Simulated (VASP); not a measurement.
Here is a VASP 6.6.1 calculation.

File INCAR:

```
SYSTEM = Li
ALGO = Normal ; EDIFF = 1E-6
ENCUT = 520 ; GGA = PE
ISIF = 2 ; ISMEAR = -1
LASPH = .True. ; LCHARG = .False.
LREAL = .False. ; LWAVE = .False.
NBANDS = 8 ; NELM = 80
PREC = Accurate ; SIGMA = 0.06122561905347299
```

Contents of KPOINTS:

```
k-points
0
Gamma
  40 40 40
  0 0 0
```

File POSCAR:

```
Li
1.0
    2.7507023837      0.0000000000      0.0000000000
    0.0000000000      2.7507023837      0.0000000000
    0.0000000000      0.0000000000      2.7507023837
Li
1
Direct
    0.0000000000      0.0000000000      0.0000000000
```

Potentials or basis: VASP PAW PBE potentials, release 64 (Li_sv).

Command:

```sh
$ cat potpaw_PBE.64/Li_sv/POTCAR > POTCAR
$ mpirun -np 1 vasp_std > vasp.out
```

(1) What does it give for the band gap on the k mesh?

Results:

(1) zero (an odd number of electrons rules out a gap without spin polarisation).
